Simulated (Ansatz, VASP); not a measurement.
# InSb in VASP and in Ansatz

Contents of INCAR:

```
  ALGO = Normal
  EDIFF = 1E-8
  ENCUT = 520
  GGA = PS
  ISIF = 2
  ISMEAR = -1
  LASPH = True
  LCHARG = False
  LEFG = True
  LREAL = False
  LWAVE = False
  NBANDS = 16
  NELM = 80
  PREC = Accurate
  SIGMA = 0.05
```

The input KPOINTS:

```
k-points
0
Gamma
  9 9 9
```

Contents of POSCAR:

```
InSb
1.0
    0.0000000000      3.1729773647      3.1729773647
    3.1729773647      0.0000000000      3.1729773647
    3.1729773647      3.1729773647      0.0000000000
In Sb
1 1
Direct
    0.0000000000      0.0000000000      0.0000000000
    0.7500000000      0.7500000000      0.7500000000
```

Input for Ansatz:

```yaml
crystal:
  lattice:
    - [0.0, 3.1729773647, 3.1729773647]
    - [3.1729773647, 0.0, 3.1729773647]
    - [3.1729773647, 3.1729773647, 0.0]
  atoms:
    - { symbol: In, position: [0.0, 0.0, 0.0] }
    - { symbol: Sb, position: [0.75, 0.75, 0.75] }
kpoints:
  mp_grid: { grid: [9, 9, 9] }
scf:
  occupations: { method: fermi_dirac, width: 0.05 }
hamiltonian:
  xc: pbesol
  pseudopotentials: { kind: paw }
output:
  forces: true
  stress: true
  eigenvalues: true
  efg: { contact_densities: true }
```

Change from the starting cell: volume scaled by 0.94, PAW files.

Alike in both runs: task electric field gradients; functional PBEsol; k mesh 9 × 9 × 9; occupations fermi-dirac, width 0.05 eV; no spin polarisation.

```csv
,VASP,Ansatz
version,VASP 6.6.1,Ansatz 0.2.0
potentials or method,"VASP PAW PBE potentials, release 64 (In_d, Sb)","PAW with Ansatz's default frozen-core files, scalar-relativistic"
plane-wave cutoff (eV),520,420
valence electrons in the cell,18,28
```

```tsv
	VASP	Ansatz	Ansatz less VASP
pressure (GPa)	4.2	4.2	-0.03
```

VASP's potentials were made for PBE, not for PBEsol. With one functional, cell and mesh, what is left measures potentials, basis and numerics. VASP's potentials hold 18 valence electrons a cell and Ansatz's 28, so a difference there can come from the potentials and not from the codes.

Spin-orbit coupling is off throughout.
